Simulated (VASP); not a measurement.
Input of a VASP 6.6.1 run:

File INCAR:

```
SYSTEM = AlIn2
ALGO = Normal
EDIFF = 1E-6
ENCUT = 520
GGA = PE
ISIF = 2
ISMEAR = 0
LASPH = .TRUE.
LCHARG = .FALSE.
LREAL = .FALSE.
LWAVE = .FALSE.
NBANDS = 38
NELM = 60
PREC = Accurate
SIGMA = 0.1
```

The input KPOINTS:

```
k-points
0
G
  4 4 4
  0 0 0
```

Contents of POSCAR:

```
AlIn2
1.0
    0.0000000000      4.0706399300      4.0706399300
    4.0706399300      0.0000000000      4.0706399300
    4.0706399300      4.0706399300      0.0000000000
Al In
2 4
Direct
    0.0000000000      0.0000000000      0.0000000000
    0.2500000000      0.2500000000      0.2500000000
    0.1250000000      0.1250000000      0.1250000000
    0.1250000000      0.1250000000      0.6250000000
    0.1250000000      0.6250000000      0.1250000000
    0.6250000000      0.1250000000      0.1250000000
```

Potentials or basis: VASP PAW PBE potentials, release 64 (Al, In_d).

Run with:

```sh
$ cat potpaw_PBE.64/Al/POTCAR potpaw_PBE.64/In_d/POTCAR > POTCAR
$ mpirun -np 1 vasp_std > vasp.out
```

Estimate the pressure.

148.3 GPa.

Predict the band gap on the k mesh.

zero (band 29 reaches 8.82 eV, above the bottom of band 30 at 6.26 eV).

Caveat: spin-orbit coupling is left out, which moves the levels of the heavy elements.
